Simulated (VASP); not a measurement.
# AlN (Imm2) in VASP: notebook, part 2 of 2

VASP 6.6.1. The steps go on from the part before.

**3. Single point, r2SCAN (strain +0.0300 x Voigt [0, 0, 0, 0, 0, 1])**

Contents of POSCAR:

```
AlN
1.0
    0.0327735094      2.1849006282      2.1849006282
    2.1849006282      0.0327735094      2.1849006282
    2.2176741376      2.2176741376      0.0000000000
Al N
1 1
Direct
    0.0000000000      0.0000000000      0.0000000000
    0.7500000000      0.7500000000      0.7500000000
```

Contents of INCAR.step1:

```
SYSTEM = AlN
ALGO = Normal
EDIFF = 1E-4
ENCUT = 520
GGA = PE
ISMEAR = 0
LASPH = .True.
LCHARG = .False.
LREAL = .False.
LWAVE = .True.
NBANDS = 11
NELM = 100
PREC = Accurate
SIGMA = 0.05
```

Contents of INCAR.step2:

```
SYSTEM = AlN
ALGO = Normal
EDIFF = 1E-7
ENCUT = 520
ISIF = 2
ISMEAR = 0
ISTART = 1
LASPH = .True.
LCHARG = .False.
LMIXTAU = .True.
LREAL = .False.
LWAVE = .False.
METAGGA = R2SCAN
NBANDS = 11
NELM = 100
PREC = Accurate
SIGMA = 0.05
```

Contents of KPOINTS:

```
k-points
0
Gamma
  10 10 10
  0 0 0
```

Potentials or basis: VASP PAW PBE potentials, release 64 (Al, N).

Started as:

```
$ cat potpaw_PBE.64/Al/POTCAR potpaw_PBE.64/N/POTCAR > POTCAR
$ cp INCAR.step1 INCAR
$ mpirun -np 1 vasp_std > vasp.out
$ cp INCAR.step2 INCAR
$ mpirun -np 1 vasp_std > vasp.out
```

OUTCAR:

```text
SYSTEM = AlN
   EDIFF = 1E-7
   ENCUT = 520
   ISIF = 2
   ISMEAR = 0
   ISTART = 1
   LASPH = .True.
   LREAL = .False.
   METAGGA = R2SCAN
   NELM = 100
   PREC = Accurate

 ion  position               nearest neighbor table
   1  0.000  0.000  0.000-   2 1.87   2 1.87   2 1.91   2 1.91
   2  0.750  0.750  0.750-   1 1.87   1 1.87   1 1.91   1 1.91

  LATTYP: Found a body centered orthorhombic cell.
 ALAT       =     3.0435673594
 B/A-ratio  =     1.0304568528
 C/A-ratio  =     1.4357498095

  Lattice vectors:

 A1 = (   2.1849006282,   0.0327735094,  -2.1849006282)
 A2 = (  -2.1849006282,  -0.0327735094,  -2.1849006282)
 A3 = (   0.0327735094,   2.1849006282,   2.1849006282)

Analysis of symmetry for initial positions (statically):
=====================================================================
 Subroutine PRICEL returns:
 Original cell was already a primitive cell.

 Routine SETGRP: Setting up the symmetry group for a
 body centered orthorhombic supercell.

 Subroutine GETGRP returns: Found  4 space group operations
 (whereof  4 operations were pure point group operations)
 out of a pool of  8 trial point group operations.

The static configuration has the point symmetry C_2v.

Analysis of symmetry for dynamics (positions and initial velocities):
=====================================================================
 Subroutine PRICEL returns:
 Original cell was already a primitive cell.

 Routine SETGRP: Setting up the symmetry group for a
 body centered orthorhombic supercell.

 Subroutine GETGRP returns: Found  4 space group operations
 (whereof  4 operations were pure point group operations)
 out of a pool of  8 trial point group operations.

The dynamic configuration has the point symmetry C_2v.

 Subroutine INISYM returns: Found  4 space group operations
 (whereof  4 operations are pure point group operations),
 and found     1 'primitive' translations

----------------------------------------------------------------------------------------

                                     Primitive cell

  volume of cell :      20.8558

  direct lattice vectors                    reciprocal lattice vectors
     0.032773509  2.184900628  2.184900628    -0.232328284  0.232328284  0.228843360
     2.184900628  0.032773509  2.184900628     0.232328284 -0.232328284  0.228843360
     2.217674138  2.217674138  0.000000000     0.225461438  0.225461438 -0.228843360

  length of vectors
     3.090089904  3.090089904  3.136264842     0.400402480  0.400402480  0.392472933

  position of ions in fractional coordinates (direct lattice)
     0.000000000  0.000000000  0.000000000
     0.750000000  0.750000000  0.750000000

  ion indices of the primitive-cell ions
   primitive index   ion index
                 1           1
                 2           2

----------------------------------------------------------------------------------------

 KPOINTS: k-points

Automatic generation of k-mesh.
 Grid dimensions read from file:
 generate k-points for:   10   10   10

 Generating k-lattice:

  Cartesian coordinates                     Fractional coordinates (reciprocal lattice)
    -0.023232828  0.023232828  0.022884336     0.100000000  0.000000000  0.000000000
     0.023232828 -0.023232828  0.022884336     0.000000000  0.100000000  0.000000000
     0.022546144  0.022546144 -0.022884336     0.000000000  0.000000000  0.100000000

[... 39 lines left out ...]
   number of dos      NEDOS =    301   number of ions     NIONS =      2
   total plane-waves  NPLWV =  13824
   dimension x,y,z NGX =    24 NGY =   24 NGZ =   24
   dimension x,y,z NGXF=    48 NGYF=   48 NGZF=   48
   ions per type =               1   1
   NGX,Y,Z   is equivalent  to a cutoff of  12.91, 12.91, 12.72 a.u.
   NGXF,Y,Z  is equivalent  to a cutoff of  25.82, 25.82, 25.44 a.u.
 SYSTEM =  AlN
   PREC   = accura    normal or accurate (medium, high low for compatibility)
   ISTART =      1    job   : 0-new  1-cont  2-samecut
   ICHARG =      0    charge: 1-file 2-atom 10-const
   ISPIN  =      1    spin polarized calculation?
   LNONCOLLINEAR =      F non collinear calculations
   LSORBIT =      F    spin-orbit coupling
   LASPH  =      T    aspherical Exc in radial PAW
   ENCUT  =  520.0 eV  38.22 Ry    6.18 a.u.   5.75  5.75  5.83*2*pi/ulx,y,z
   NELM   =    100;   NELMIN=  2; NELMDL=  0     # of ELM steps
   EDIFF  = 0.1E-06   stopping-criterion for ELM
   LREAL  =      F    real-space projection
   EDIFFG = 0.1E-05   stopping-criterion for IOM
   NSW    =      0    number of steps for IOM
   IBRION =     -1    ionic relax: 0-MD 1-quasi-New 2-CG
   NFREE  =      0    steps in history (QN), initial steepest desc. (CG)
   ISIF   =      2    stress and relaxation
   ISYM   =      2    0-nonsym 1-usesym 2-fastsym
   POTIM  = 0.5000    time-step for ionic-motion
   TEBEG  =    0.0;   TEEND  =   0.0 temperature during run
   PSTRESS=    0.0 pullay stress
   NELECT =       8.0000    total number of electrons
   NUPDOWN=      -1.0000    fix difference up-down
   EMIN   =  10.00;   EMAX   =-10.00  energy-range for DOS
   EFERMI =   0.00;   METHOD = LEGACY
   ISMEAR =     0;   SIGMA  =   0.05  broadening in eV -4-tet -1-fermi 0-gaus
   EFERMI_NEDOS =   21; number of points for ismear=-14 and -15
   IALGO  =     38    algorithm
   IMIX   =      4    mixing-type and parameters
     AMIX     =   0.40;   BMIX     =  1.00
     AMIX_MAG =   1.60;   BMIX_MAG =  1.00
  volume/ion in A,a.u.               =      10.43        70.37
  Fermi-wavevector in a.u.,A,eV,Ry     =   1.189494  2.247818 19.250840  1.414897
  Thomas-Fermi vector in A             =   2.325600
   LORBIT       =      0    0 simple, 1 ext, 2 COOP (PROOUT), +10 PAW based schemes
   METAGGA = R2SCAN    functional components
   LHFCALC =     F    Hartree Fock is set to
   AEXX    =    0.0000 exact exchange contribution
   IVDW    =     0    specifies the selected vdW correction
   LEPSILON=     F    determine dielectric tensor
   LRPA    =     F    only Hartree local field effects (RPA)
 non-spin polarized calculation
 Gauss-broadening in eV      SIGMA  =   0.05
  energy-cutoff  :      520.00
  volume of cell :       20.86
 maximum number of plane-waves:       572
   NGX = 11   NGY = 11   NGZ = 11

 number of electron       8.0000000 magnetization

 Free energy of the ion-electron system (eV)
  ---------------------------------------------------
  ext. energy  EPLUGINS =         0.00000000
  ---------------------------------------------------
  free energy    TOTEN  =       -19.16579520 eV

  energy without entropy =      -19.16579520  energy(sigma->0) =      -19.16579520

 E-fermi :   6.0800     XC(G=0): -11.4135

 val. band max:        5.7690740008   @ k =   0.0000   0.0000   0.0000
 cond. band min:       9.5984520594   @ k =   0.5000   0.5000   0.0000
 fundamental gap:      3.8293780586
 Fermi energy:         6.0800257093

 k-point     1 :       0.0000    0.0000    0.0000
  band No.  band energies     occupation
      1     -10.0532      2.00000
      2       5.6034      2.00000
      3       5.6789      2.00000
      4       5.7691      2.00000
      5      10.5464      0.00000
      6      18.7852      0.00000
      7      19.2225      0.00000
      8      19.6164      0.00000
      9      24.2006      0.00000
     10      24.2266      0.00000
     11      25.7531      0.00000
[... 309 lines left out ...]
 k-point    24 :       0.4000    0.3000    0.0000
  band No.  band energies     occupation
      1      -8.0646      2.00000
      2       1.5122      2.00000
      3       4.0945      2.00000
      4       4.0976      2.00000
      5      11.2106      0.00000
      6      16.1551      0.00000
      7      18.9967      0.00000
      8      21.2031      0.00000
      9      22.0572      0.00000
     10      28.0843      0.00000
     11      30.6269      0.00000

 [... further k-points ...]

------------------------ aborting loop because EDIFF is reached ----------------------------------------

  FORCE on cell =-STRESS in cart. coord.  units (eV):
  Direction    XX          YY          ZZ          XY          YZ          ZX
  --------------------------------------------------------------------------------------
  -------------------------------------------------------------------------------------
  Total       -0.0135379     -0.0135379     -0.0323575     -0.9270659      0.0000000      0.0000000
  in kB       -1.0400001     -1.0400001     -2.4857572    -71.2186682      0.0000000      0.0000000
  external PRESSURE =      -1.5219191 kB  Pullay stress =       0.0000000 kB

 VOLUME and BASIS-vectors are now :
 -----------------------------------------------------------------------------
  energy-cutoff  :      520.00
  volume of cell :       20.86
      direct lattice vectors                 reciprocal lattice vectors
     0.032773509  2.184900628  2.184900628    -0.232328284  0.232328284  0.228843360
     2.184900628  0.032773509  2.184900628     0.232328284 -0.232328284  0.228843360
     2.217674138  2.217674138  0.000000000     0.225461438  0.225461438 -0.228843360

 POSITION                                       TOTAL-FORCE (eV/Angst)
 -----------------------------------------------------------------------------------
      0.00000      0.00000      0.00000         0.000000      0.000000     -0.262944
      3.32651      3.32651      3.27735        -0.000000      0.000000      0.262944
 -----------------------------------------------------------------------------------
    total drift:                               -0.000002     -0.000002      0.003423

  FREE ENERGIE OF THE ION-ELECTRON SYSTEM (eV)
  ---------------------------------------------------
  free  energy   TOTEN  =       -19.1657951983 eV

  energy  without entropy=      -19.1657951983  energy(sigma->0) =      -19.16579520
```

OUTCAR.step1:

```text
SYSTEM = AlN
   EDIFF = 1E-4
   ENCUT = 520
   GGA = PE
   ISMEAR = 0
   LASPH = .True.
   LREAL = .False.
[... 558 lines left out ...]
      0.00000      0.00000      0.00000         0.000000      0.000000     -0.275282
      3.32651      3.32651      3.27735        -0.000000     -0.000000      0.275282
 -----------------------------------------------------------------------------------
    total drift:                               -0.000000     -0.000000     -0.003826

  FREE ENERGIE OF THE ION-ELECTRON SYSTEM (eV)
  ---------------------------------------------------
  free  energy   TOTEN  =       -14.8276395883 eV

  energy  without entropy=      -14.8276395883  energy(sigma->0) =      -14.82763959
```

Run time: 89 s. Hardware: 1 thread of Intel Xeon 8259CL, shared host; peak memory 0.16 GiB.

What came out:

| Item | Value |
| --- | --- |
| Free energy | -19.1658 eV |
| Pressure | -0.2 GPa |
| Largest force | 0.263 eV/Å |
| Band gap on the k mesh | 3.83 eV, indirect (least direct gap 4.78 eV) |

Forces on the atoms (eV/Å):
```
Al   0.000  0.000 -0.263
N    0.000  0.000  0.263
```

Caveat: the cell differs from its parent crystal (strain +0.0300 x Voigt [0, 0, 0, 0, 0, 1]); the PAW data sets were made with another functional, which shifts forces and pressure a little.

**4. Single point, r2SCAN (strain -0.0200 x Voigt [0, 0, 0, 0, 0, 1])**

Contents of POSCAR:

```
AlN
1.0
   -0.0218490063      2.1849006282      2.1849006282
    2.1849006282     -0.0218490063      2.1849006282
    2.1630516219      2.1630516219      0.0000000000
Al N
1 1
Direct
    0.0000000000      0.0000000000      0.0000000000
    0.7500000000      0.7500000000      0.7500000000
```

Contents of INCAR.step1:

```
PREC = Accurate
ENCUT = 520
ISMEAR = 0
SIGMA = 0.05
LREAL = F
LASPH = T
NELM = 100
NBANDS = 11
GGA = PE
ALGO = Normal
EDIFF = 1E-4
LWAVE = T
LCHARG = F
```

Contents of INCAR.step2:

```
PREC = Accurate
ENCUT = 520
EDIFF = 1E-6
ISMEAR = 0
SIGMA = 0.05
LREAL = F
LASPH = T
NELM = 100
ALGO = Normal
ISIF = 2
LWAVE = F
LCHARG = F
METAGGA = R2SCAN
LMIXTAU = T
NBANDS = 11
ISTART = 1
```

Contents of KPOINTS:

```
regular mesh
0
Gamma
  10 10 10
```

Started as:

```
$ cat potpaw_PBE.64/Al/POTCAR potpaw_PBE.64/N/POTCAR > POTCAR
$ cp INCAR.step1 INCAR
$ mpirun -np 1 vasp_std > vasp.out
$ cp INCAR.step2 INCAR
$ mpirun -np 1 vasp_std > vasp.out
```

Wall time 94 s (1 thread of Intel Xeon 8259CL, shared host); peak memory 0.17 GiB.

Results (log left out):

- Free energy: -19.1735 eV
- Pressure: -0.3 GPa
- Largest force: 0.175 eV/Å
- Band gap on the k mesh: 3.87 eV, indirect (least direct gap 4.82 eV)

Forces in eV/Å, atoms in the order of the input:
```
Al   0.000  0.000  0.175
N    0.000  0.000 -0.175
```

Stress tensor (GPa, compression positive):
```
-0.27  4.74  0.00
 4.74 -0.27  0.00
 0.00  0.00 -0.33
```

Levels at points of the mesh, in eV from the valence-band top:
```
           k point  band 1  band 2  band 3  band 4  band 5  band 6  band 7  band 8
(0.00, 0.00, 0.00)  -15.79   -0.11   -0.06    0.00    4.82   13.18   13.47   13.73
(0.50, 0.00, 0.00)  -13.82   -5.98   -0.52   -0.49    8.23   10.75   11.90   12.10
(0.50, 0.50, 0.00)  -13.16   -5.00   -1.98   -1.74    3.87    9.43   15.13   16.82
(0.00, 0.00, 0.50)  -13.74   -5.92   -0.59   -0.57    8.05   10.75   11.67   11.89
(0.50, 0.00, 0.50)  -13.15   -5.00   -1.86   -1.86    3.88    9.42   15.11   16.88
```

Caveat: the cell differs from its parent crystal (strain -0.0200 x Voigt [0, 0, 0, 0, 0, 1]); the PAW data sets were made with another functional, which shifts forces and pressure a little. A k mesh can miss the band edges.

**5. Overview**

| cell | gap on the mesh (eV) | pressure (GPa) | largest force (eV/Å) |
| --- | --- | --- | --- |
| a = 3.090, b = 3.090, c = 3.028 Å, angles 60.7, 60.7, 61.3°, 2 atoms | 3.79 | 0.0 | 0.35 |
| a = 3.090, b = 3.090, c = 3.136 Å, angles 59.5, 59.5, 59.0°, 2 atoms | 3.83 | -0.2 | 0.26 |
| a = 3.090, b = 3.090, c = 3.059 Å, angles 60.3, 60.3, 60.7°, 2 atoms | 3.87 | -0.3 | 0.17 |

Alike in all rows: task single point; level r2SCAN; potentials or basis VASP PAW PBE potentials, release 64 (Al, N); no spin polarisation; k mesh 10 × 10 × 10; cutoff (eV) 520; smearing gaussian 0.05 eV.

Caveats: the PAW data sets were made with another functional, which shifts forces and pressure a little.

Total energies depend on the potentials used, so only differences within one code and one set of settings carry meaning.
